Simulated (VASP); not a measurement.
# KTaO3 (Pm-3m) in VASP: notebook

The runs below take KTaO3 through single point, with PBEsol+D4, r2SCAN, PBEsol+D3(BJ).

All numbers are computed with VASP 6.6.1; they aren't measurements. Logs are shortened: lines on timing, memory, paths and dates and some standing lists are left out, and cuts for length are marked.

## 1. The cell of the first run

The structure is cubic, space group Pm-3m (No. 221). Conventional cell: a = 4.067 Å, b = 4.067 Å, c = 4.067 Å, α = 90.00°, β = 90.00°, γ = 90.00°. Ta (site symmetry m-3m) has 6 O at 2.03 Å within 2.7 Å. K (site symmetry m-3m) has 12 O at 2.88 Å and 8 Ta at 3.52 Å within 3.8 Å. O (site symmetry 4/mmm) has 2 Ta at 2.03 Å within 2.7 Å.

## 2. Single point, PBEsol+D4

Input file INCAR:

```
SYSTEM = KTaO3
  PREC = Accurate
  ENCUT = 700
  EDIFF = 1E-6
  ISMEAR = -1
  SIGMA = 0.05
  LREAL = .FALSE.
  LASPH = .TRUE.
  NELM = 120
  ALGO = Normal
  ISIF = 2
  LWAVE = .FALSE.
  LCHARG = .FALSE.
  GGA = PS
  IVDW = 13
  NBANDS = 28
  GGA_COMPAT = .FALSE.
```

Input file KPOINTS:

```
regular mesh
0
G
  7 7 7
  0 0 0
```

Input file POSCAR:

```
KTaO3
1.0
    4.0665218197      0.0000000000      0.0000000000
    0.0000000000      4.0665218197      0.0000000000
    0.0000000000      0.0000000000      4.0665218197
Ta K O
1 1 3
Direct
    0.0000000000      0.0000000000      0.0000000000
    0.5000000000      0.5000000000      0.5000000000
    0.0000000000      0.0000000000      0.5000000000
    0.0000000000      0.5000000000      0.0000000000
    0.5000000000      0.0000000000      0.0000000000
```

Potentials or basis: VASP PAW PBE potentials, release 64 (Ta_sv_GW, K_sv, O).

Started as:

```console
$ cat potpaw_PBE.64/Ta_sv_GW/POTCAR potpaw_PBE.64/K_sv/POTCAR potpaw_PBE.64/O/POTCAR > POTCAR
$ mpirun -np 1 vasp_std > vasp.out
```

OUTCAR:

```text
SYSTEM = KTaO3
   PREC = Accurate
   ENCUT = 700
   EDIFF = 1E-6
   ISMEAR = -1
   LREAL = .FALSE.
   LASPH = .TRUE.
   NELM = 120
   ISIF = 2
   GGA = PS
   IVDW = 13

 ion  position               nearest neighbor table
   1  0.000  0.000  0.000-   3 2.03   4 2.03   5 2.03   3 2.03   4 2.03   5 2.03   2 3.52   2 3.52
                             2 3.52   2 3.52   2 3.52   2 3.52   2 3.52   2 3.52
   2  0.500  0.500  0.500-   3 2.88   4 2.88   5 2.88   4 2.88   5 2.88   3 2.88   5 2.88   5 2.88
                             3 2.88   4 2.88   4 2.88   3 2.88   1 3.52   1 3.52   1 3.52   1 3.52
   3  0.000  0.000  0.500-   1 2.03   1 2.03   2 2.88   2 2.88   2 2.88   2 2.88
   4  0.000  0.500  0.000-   1 2.03   1 2.03   2 2.88   2 2.88   2 2.88   2 2.88
   5  0.500  0.000  0.000-   1 2.03   1 2.03   2 2.88   2 2.88   2 2.88   2 2.88

  LATTYP: Found a simple cubic cell.
 ALAT       =     4.0665218197

  Lattice vectors:

 A1 = (   4.0665218197,   0.0000000000,   0.0000000000)
 A2 = (   0.0000000000,   4.0665218197,   0.0000000000)
 A3 = (   0.0000000000,   0.0000000000,   4.0665218197)

Analysis of symmetry for initial positions (statically):
=====================================================================
 Subroutine PRICEL returns:
 Original cell was already a primitive cell.

 Routine SETGRP: Setting up the symmetry group for a
 simple cubic supercell.

 Subroutine GETGRP returns: Found 48 space group operations
 (whereof 48 operations were pure point group operations)
 out of a pool of 48 trial point group operations.

The static configuration has the point symmetry O_h .

Analysis of symmetry for dynamics (positions and initial velocities):
=====================================================================
 Subroutine PRICEL returns:
 Original cell was already a primitive cell.

 Routine SETGRP: Setting up the symmetry group for a
 simple cubic supercell.

 Subroutine GETGRP returns: Found 48 space group operations
 (whereof 48 operations were pure point group operations)
 out of a pool of 48 trial point group operations.

The dynamic configuration has the point symmetry O_h .

 Subroutine INISYM returns: Found 48 space group operations
 (whereof 48 operations are pure point group operations),
 and found     1 'primitive' translations

----------------------------------------------------------------------------------------

                                     Primitive cell

  volume of cell :      67.2464

  direct lattice vectors                    reciprocal lattice vectors
     4.066521820  0.000000000  0.000000000     0.245910398  0.000000000  0.000000000
     0.000000000  4.066521820  0.000000000     0.000000000  0.245910398  0.000000000
     0.000000000  0.000000000  4.066521820     0.000000000  0.000000000  0.245910398

  length of vectors
     4.066521820  4.066521820  4.066521820     0.245910398  0.245910398  0.245910398

  position of ions in fractional coordinates (direct lattice)
     0.000000000  0.000000000  0.000000000
     0.500000000  0.500000000  0.500000000
     0.000000000  0.000000000  0.500000000
     0.000000000  0.500000000  0.000000000
     0.500000000  0.000000000  0.000000000

  ion indices of the primitive-cell ions
   primitive index   ion index
                 1           1
                 2           2
                 3           3
                 4           4
                 5           5

----------------------------------------------------------------------------------------

 KPOINTS: regular mesh

Automatic generation of k-mesh.
 Grid dimensions read from file:
 generate k-points for:    7    7    7

 Generating k-lattice:

  Cartesian coordinates                     Fractional coordinates (reciprocal lattice)
     0.035130057  0.000000000  0.000000000     0.142857143  0.000000000  0.000000000
     0.000000000  0.035130057  0.000000000     0.000000000  0.142857143  0.000000000
     0.000000000  0.000000000  0.035130057     0.000000000  0.000000000  0.142857143

  Length of vectors
     0.035130057  0.035130057  0.035130057

  Shift w.r.t. Gamma in fractional coordinates (k-lattice)
     0.000000000  0.000000000  0.000000000

 Subroutine IBZKPT returns following result:
 ===========================================

 Found     20 irreducible k-points:

 Following reciprocal coordinates:
            Coordinates               Weight
  0.000000  0.000000  0.000000      1.000000
  0.142857  0.000000  0.000000      6.000000
  0.285714  0.000000  0.000000      6.000000
  0.428571  0.000000  0.000000      6.000000
  0.142857  0.142857  0.000000     12.000000
  0.285714  0.142857  0.000000     24.000000
[... 12 lines left out ...]
  0.428571  0.428571  0.285714     24.000000
  0.428571  0.428571  0.428571      8.000000
   k-points           NKPTS =     20   k-points in BZ     NKDIM =     20   number of bands    NBANDS=     28
   number of dos      NEDOS =    301   number of ions     NIONS =      5
   total plane-waves  NPLWV =  46656
   dimension x,y,z NGX =    36 NGY =   36 NGZ =   36
   dimension x,y,z NGXF=    72 NGYF=   72 NGZF=   72
   ions per type =               1   1   3
   NGX,Y,Z   is equivalent  to a cutoff of  14.72, 14.72, 14.72 a.u.
   NGXF,Y,Z  is equivalent  to a cutoff of  29.43, 29.43, 29.43 a.u.
 SYSTEM =  KTaO3
   PREC   = accura    normal or accurate (medium, high low for compatibility)
   ISTART =      0    job   : 0-new  1-cont  2-samecut
   ICHARG =      2    charge: 1-file 2-atom 10-const
   ISPIN  =      1    spin polarized calculation?
   LNONCOLLINEAR =      F non collinear calculations
   LSORBIT =      F    spin-orbit coupling
   LASPH  =      T    aspherical Exc in radial PAW
   ENCUT  =  700.0 eV  51.45 Ry    7.17 a.u.   8.77  8.77  8.77*2*pi/ulx,y,z
   NELM   =    120;   NELMIN=  2; NELMDL= -5     # of ELM steps
   EDIFF  = 0.1E-05   stopping-criterion for ELM
   LREAL  =      F    real-space projection
   EDIFFG = 0.1E-04   stopping-criterion for IOM
   NSW    =      0    number of steps for IOM
   IBRION =     -1    ionic relax: 0-MD 1-quasi-New 2-CG
   NFREE  =      0    steps in history (QN), initial steepest desc. (CG)
   ISIF   =      2    stress and relaxation
   ISYM   =      2    0-nonsym 1-usesym 2-fastsym
   POTIM  = 0.5000    time-step for ionic-motion
   TEBEG  =    0.0;   TEEND  =   0.0 temperature during run
   PSTRESS=    0.0 pullay stress
   NELECT =      40.0000    total number of electrons
   NUPDOWN=      -1.0000    fix difference up-down
   EMIN   =  10.00;   EMAX   =-10.00  energy-range for DOS
   EFERMI =   0.00;   METHOD = LEGACY
   ISMEAR =    -1;   SIGMA  =   0.05  broadening in eV -4-tet -1-fermi 0-gaus
   EFERMI_NEDOS =   21; number of points for ismear=-14 and -15
   IALGO  =     38    algorithm
   IMIX   =      4    mixing-type and parameters
     AMIX     =   0.40;   BMIX     =  1.00
     AMIX_MAG =   1.60;   BMIX_MAG =  1.00
  volume/ion in A,a.u.               =      13.45        90.76
  Fermi-wavevector in a.u.,A,eV,Ry     =   1.376803  2.601780 25.791010  1.895586
  Thomas-Fermi vector in A             =   2.502014
   LORBIT       =      0    0 simple, 1 ext, 2 COOP (PROOUT), +10 PAW based schemes
   GGA     = PS    functional components
   LHFCALC =     F    Hartree Fock is set to
   AEXX    =    0.0000 exact exchange contribution
   IVDW    =    13    specifies the selected vdW correction
   LEPSILON=     F    determine dielectric tensor
   LRPA    =     F    only Hartree local field effects (RPA)
 non-spin polarized calculation
  energy-cutoff  :      700.00
  volume of cell :       67.25
 maximum number of plane-waves:      2849
 NGX is ok and might be reduce to    36
   NGX = 17   NGY = 17   NGZ = 17

 number of electron      39.9999988 magnetization

 Free energy of the ion-electron system (eV)
  ---------------------------------------------------
  ext. energy  EPLUGINS =         0.00000000
  ---------------------------------------------------
  free energy    TOTEN  =       -45.39090598 eV

  energy without entropy =      -45.39090598  energy(sigma->0) =      -45.39090598

 E-fermi :   3.6328     XC(G=0): -10.9487

 val. band max:        2.5515270819   @ k =   0.4286   0.4286   0.4286
 cond. band min:       4.6003344113   @ k =   0.0000   0.0000   0.0000
 fundamental gap:      2.0488073294
 Fermi energy:         3.6327647821

 k-point     1 :       0.0000    0.0000    0.0000
  band No.  band energies     occupation
      1     -65.2632      2.00000
      2     -31.6413      2.00000
      3     -31.6413      2.00000
      4     -31.6413      2.00000
      5     -24.5547      2.00000
      6     -14.6541      2.00000
[... 20 lines left out ...]
     27      10.5327      0.00000
     28      10.5327      0.00000

 k-point     2 :       0.1429    0.0000    0.0000
  band No.  band energies     occupation
      1     -65.2632      2.00000
      2     -31.6543      2.00000
      3     -31.6408      2.00000
      4     -31.6408      2.00000
      5     -24.5507      2.00000
      6     -14.5997      2.00000
[... 20 lines left out ...]
     27      10.7731      0.00000
     28      10.8055      0.00000

 k-point     3 :       0.2857    0.0000    0.0000
  band No.  band energies     occupation
      1     -65.2630      2.00000
      2     -31.6833      2.00000
      3     -31.6397      2.00000
      4     -31.6397      2.00000
      5     -24.5418      2.00000
      6     -14.5391      2.00000
[... 20 lines left out ...]
     27      11.3398      0.00000
     28      11.7032      0.00000

 k-point     4 :       0.4286    0.0000    0.0000
  band No.  band energies     occupation
      1     -65.2628      2.00000
      2     -31.7064      2.00000
      3     -31.6388      2.00000
      4     -31.6388      2.00000
      5     -24.5347      2.00000
      6     -14.5289      2.00000
[... 454 lines left out ...]
     27      12.6408      0.00000
     28      13.2558      0.00000

 k-point    19 :       0.4286    0.4286    0.2857
  band No.  band energies     occupation
      1     -65.2622      2.00000
      2     -31.7016      2.00000
      3     -31.7015      2.00000
      4     -31.6778      2.00000
      5     -24.5155      2.00000
      6     -13.6265      2.00000
[... 20 lines left out ...]
     27      12.9299      0.00000
     28      13.4608      0.00000

 k-point    20 :       0.4286    0.4286    0.4286
  band No.  band energies     occupation
      1     -65.2621      2.00000
      2     -31.7006      2.00000
      3     -31.7005      2.00000
      4     -31.7005      2.00000
      5     -24.5112      2.00000
      6     -13.2821      2.00000
[... 20 lines left out ...]
     27      13.1153      0.00000
     28      14.0892      0.00000

------------------------ aborting loop because EDIFF is reached ----------------------------------------

  DFT-D4 for vdW energy calculation

  Edisp (eV):   -0.42824

  FORCE on cell =-STRESS in cart. coord.  units (eV):
  Direction    XX          YY          ZZ          XY          YZ          ZX
  --------------------------------------------------------------------------------------
  -------------------------------------------------------------------------------------
  Total      -4.93552    -4.93552    -4.93552     0.00000     0.00000    -0.00000
  in kB    -117.59093  -117.59093  -117.59093     0.00000     0.00000    -0.00000
  external pressure =     -117.59 kB  Pullay stress =        0.00 kB

 VOLUME and BASIS-vectors are now :
 -----------------------------------------------------------------------------
  energy-cutoff  :      700.00
  volume of cell :       67.25
      direct lattice vectors                 reciprocal lattice vectors
     4.066521820  0.000000000  0.000000000     0.245910398  0.000000000  0.000000000
     0.000000000  4.066521820  0.000000000     0.000000000  0.245910398  0.000000000
     0.000000000  0.000000000  4.066521820     0.000000000  0.000000000  0.245910398

 POSITION                                       TOTAL-FORCE (eV/Angst)
 -----------------------------------------------------------------------------------
      0.00000      0.00000      0.00000         0.000000      0.000000      0.000000
      2.03326      2.03326      2.03326         0.000000      0.000000      0.000000
      0.00000      0.00000      2.03326         0.000000      0.000000      0.000000
      0.00000      2.03326      0.00000         0.000000      0.000000      0.000000
      2.03326      0.00000      0.00000         0.000000      0.000000      0.000000
 -----------------------------------------------------------------------------------
    total drift:                                0.000000      0.000000     -0.000000

  FREE ENERGIE OF THE ION-ELECTRON SYSTEM (eV)
  ---------------------------------------------------
  free  energy   TOTEN  =       -45.8191505552 eV

  energy  without entropy=      -45.8191505549  energy(sigma->0) =      -45.81915056
```

Wall time 43 s (1 thread of AMD EPYC 9R45 (Zen 5), shared host); peak memory 0.22 GiB.

What came out:

| Property | Result |
| --- | --- |
| Free energy | -45.8192 eV |
| Pressure | -11.8 GPa |
| Band gap on the k mesh | 2.05 eV (least direct gap 2.64 eV) |
| Dispersion energy per atom | -0.086 eV |

Caveat: the cell stands under tension; the PAW data sets were made with another functional, which shifts forces and pressure a little; spin-orbit coupling is left out, which moves the levels of the heavy elements; an odd mesh through Γ misses points on the zone boundary, where band edges can lie.

## 3. Single point, r2SCAN

This run uses another cell than the first one, of 13.20 Å³/atom.

Changes to POSCAR since step 2:

```diff
@@ -2,5 +2,5 @@
 1.0
-    4.0665218197      0.0000000000      0.0000000000
-    0.0000000000      4.0665218197      0.0000000000
-    0.0000000000      0.0000000000      4.0665218197
+    4.0407836503      0.0000000000      0.0000000000
+    0.0000000000      4.0407836503      0.0000000000
+    0.0000000000      0.0000000000      4.0407836503
 Ta K O
```

Input file INCAR.step1:

```
PREC = Accurate ; ENCUT = 770
ISMEAR = -1 ; SIGMA = 0.05
LREAL = False ; LASPH = True
NELM = 120 ; NBANDS = 28
GGA = PE ; ALGO = Normal
EDIFF = 1E-5 ; LWAVE = True
LCHARG = False ; GGA_COMPAT = False
```

Input file INCAR.step2:

```
PREC = Accurate ; ENCUT = 770
EDIFF = 1E-6 ; ISMEAR = -1
SIGMA = 0.05 ; LREAL = False
LASPH = True ; NELM = 120
ALGO = Normal ; ISIF = 2
LWAVE = False ; LCHARG = False
METAGGA = R2SCAN ; LMIXTAU = True
NBANDS = 28 ; ISTART = 1
GGA_COMPAT = False
```

Input file KPOINTS:

```
regular mesh
0
Gamma
  7 7 7
```

Potentials or basis: VASP PAW PBE potentials, release 64 (Ta_sv_GW, K_sv, O).

Started as:

```console
$ cat potpaw_PBE.64/Ta_sv_GW/POTCAR potpaw_PBE.64/K_sv/POTCAR potpaw_PBE.64/O/POTCAR > POTCAR
$ cp INCAR.step1 INCAR
$ mpirun -np 1 vasp_std > vasp.out
$ cp INCAR.step2 INCAR
$ mpirun -np 1 vasp_std > vasp.out
```

Run time: 2.5 min. Hardware: 1 thread of Intel Xeon Platinum 8488C (Sapphire Rapids), shared host; peak memory 0.31 GiB.

Results (log left out):

```yaml
Free_energy: -89.7611 eV
Pressure: -7.2 GPa
Band_gap_on_the_k_mesh: 2.57 eV (least direct gap 3.18 eV)
```

Levels at points of the mesh, in eV from the valence-band top:
```tsv
k point	band 16	band 17	band 18	band 19	band 20	band 21	band 22	band 23	band 24	band 25
(0.00, 0.00, 0.00)	-0.97	-0.97	-0.61	-0.61	-0.61	2.57	2.57	2.57	6.76	6.76
```

Caveat: the cell stands under tension; the PAW data sets were made with another functional, which shifts forces and pressure a little; spin-orbit coupling is left out, which moves the levels of the heavy elements; an odd mesh through Γ misses points on the zone boundary, where band edges can lie. r2SCAN opens gaps a little over a GGA but as a rule still falls short of measured ones.

## 4. Single point, PBEsol+D3(BJ)

This run uses another cell than the first one, of 12.47 Å³/atom.

Input file INCAR:

```
PREC = Accurate ; ENCUT = 520
EDIFF = 1E-6 ; ISMEAR = -1
SIGMA = 0.05 ; LREAL = False
LASPH = True ; NELM = 60
ALGO = Normal ; ISIF = 2
LWAVE = False ; LCHARG = True
GGA = PS ; IVDW = 12
LELF = True ; LVHAR = True
NBANDS = 27
```

KPOINTS is that of step 3.

Changes to POSCAR since step 3:

```diff
@@ -2,5 +2,5 @@
 1.0
-    4.0407836503      0.0000000000      0.0000000000
-    0.0000000000      4.0407836503      0.0000000000
-    0.0000000000      0.0000000000      4.0407836503
+    3.9657270542      0.0000000000      0.0000000000
+    0.0000000000      3.9657270542      0.0000000000
+    0.0000000000      0.0000000000      3.9657270542
 Ta K O
```

Potentials or basis: VASP PAW PBE potentials, release 64 (Ta_pv, K_sv, O).

Started as:

```console
$ cat potpaw_PBE.64/Ta_pv/POTCAR potpaw_PBE.64/K_sv/POTCAR potpaw_PBE.64/O/POTCAR > POTCAR
$ mpirun -np 1 vasp_std > vasp.out
```

Wall time 17 s (1 thread of AMD EPYC 9R45 (Zen 5), shared host); peak memory 0.17 GiB.

Results (log left out):

* Free energy: -44.0730 eV
* Pressure: 0.8 GPa
* Band gap on the k mesh: 2.18 eV (least direct gap 2.73 eV)
* Dispersion energy per atom: -0.233 eV

Levels at points of the mesh, in eV from the valence-band top:
| k point | band 16 | band 17 | band 18 | band 19 | band 20 | band 21 | band 22 | band 23 |
| --- | --- | --- | --- | --- | --- | --- | --- | --- |
| (0.00, 0.00, 0.00) | -1.04 | -0.55 | -0.55 | -0.55 | 2.18 | 2.18 | 2.18 | 6.64 |

Caveat: the PAW data sets were made with another functional, which shifts forces and pressure a little; spin-orbit coupling is left out, which moves the levels of the heavy elements; an odd mesh through Γ misses points on the zone boundary, where band edges can lie.

## 5. Single point, PBEsol+D4

This run uses another cell than the first one, of 12.59 Å³/atom.

Input file INCAR:

```
SYSTEM = KTaO3
PREC = Accurate
ENCUT = 520
EDIFF = 1E-6
ISMEAR = -1
SIGMA = 0.05
LREAL = .FALSE.
LASPH = .TRUE.
NELM = 80
ALGO = Normal
ISIF = 2
LWAVE = .FALSE.
LCHARG = .TRUE.
GGA = PS
IVDW = 13
LELF = .TRUE.
LVHAR = .TRUE.
NBANDS = 27
```

Input file KPOINTS:

```
regular mesh
0
G
  7 7 7
  0 0 0
```

Changes to POSCAR since step 4:

```diff
@@ -2,5 +2,5 @@
 1.0
-    3.9657270542      0.0000000000      0.0000000000
-    0.0000000000      3.9657270542      0.0000000000
-    0.0000000000      0.0000000000      3.9657270542
+    3.9774950778      0.0000000000      0.0000000000
+    0.0000000000      3.9774950778      0.0000000000
+    0.0000000000      0.0000000000      3.9774950778
 Ta K O
```

Started as:

```console
$ cat potpaw_PBE.64/Ta_pv/POTCAR potpaw_PBE.64/K_sv/POTCAR potpaw_PBE.64/O/POTCAR > POTCAR
$ mpirun -np 1 vasp_std > vasp.out
```

Run time: 17 s. Hardware: 1 thread of AMD EPYC 9R45 (Zen 5), shared host; peak memory 0.16 GiB.

It converged, with:

- Free energy: -43.3753 eV
- Pressure: 0.8 GPa
- Band gap on the k mesh: 2.16 eV (least direct gap 2.72 eV)
- Dispersion energy per atom: -0.092 eV

Levels at points of the mesh, in eV from the valence-band top:
```csv
k point,band 17,band 18,band 19,band 20,band 21,band 22
"(0.00, 0.00, 0.00)",-0.56,-0.56,-0.56,2.16,2.16,2.16
```

Caveat: the PAW data sets were made with another functional, which shifts forces and pressure a little; spin-orbit coupling is left out, which moves the levels of the heavy elements; an odd mesh through Γ misses points on the zone boundary, where band edges can lie.

## 6. Overview

```tsv
level	potentials or basis	cell	cutoff (eV)	gap on the mesh (eV)	pressure (GPa)
PBEsol+D4	VASP PAW PBE potentials, release 64 (Ta_sv_GW, K_sv, O)	a = 4.067 Å, 5 atoms	700	2.05	-11.8
r2SCAN	VASP PAW PBE potentials, release 64 (Ta_sv_GW, K_sv, O)	a = 4.041 Å, 5 atoms	770	2.57	-7.2
PBEsol+D3(BJ)	VASP PAW PBE potentials, release 64 (Ta_pv, K_sv, O)	a = 3.966 Å, 5 atoms	520	2.18	0.8
PBEsol+D4	VASP PAW PBE potentials, release 64 (Ta_pv, K_sv, O)	a = 3.977 Å, 5 atoms	520	2.16	0.8
```

Alike in all rows: task single point; no spin polarisation; k mesh 7 × 7 × 7; smearing fermi-dirac 0.05 eV.

Caveats: the PAW data sets were made with another functional, which shifts forces and pressure a little; spin-orbit coupling is left out, which moves the levels of the heavy elements; an odd mesh through Γ misses points on the zone boundary, where band edges can lie; the cell stands under tension (at least some runs).

Total energies depend on the potentials used, so only differences within one code and one set of settings carry meaning.
